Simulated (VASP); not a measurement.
Runs of VASP 6.6.1 on Re. The structure is hexagonal, space group P6_3/mmc (No. 194). Conventional cell: a = 2.739 Å, b = 2.739 Å, c = 4.412 Å, α = 90.00°, β = 90.00°, γ = 120.00°. Within 3.6 Å of Re (site symmetry -6m2) lie 12 Re at 2.71 to 2.74 Å. 

```csv
spin,k mesh,cutoff (eV),smearing,gap on the mesh (eV),pressure (GPa)
off,13 × 13 × 7,600,fermi-dirac 0.1 eV,none,1.7
off,13 × 13 × 7,600,methfessel-paxton 1 eV,none,1.4
off,13 × 13 × 7,600,fermi-dirac 0.03 eV,none,1.4
"non-collinear, zero start, SOC",13 × 13 × 7,520,fermi-dirac 0.1 eV,-,2.1
off,5 × 5 × 3,600,fermi-dirac 0.1 eV,none,(a)
off,13 × 13 × 7,600,fermi-dirac 0.01 eV,none,1.3
off,13 × 13 × 7,600,methfessel-paxton 0.3 eV,none,1.4
```

Alike in all rows: task single point; level LDA; potentials or basis VASP PAW LDA potentials, release 64 (Re); cell as given.

Problem. Estimate the missing entries.

Solution. (a) -0.3.

Caveats: some runs use coarse meshes; spin-orbit coupling is left out, which moves the levels of the heavy elements (some runs).

A k mesh can miss the band edges, and rows without SOC leave out spin-orbit coupling on Re.

A gap of «none» marks levels without a gap at the run's occupations.
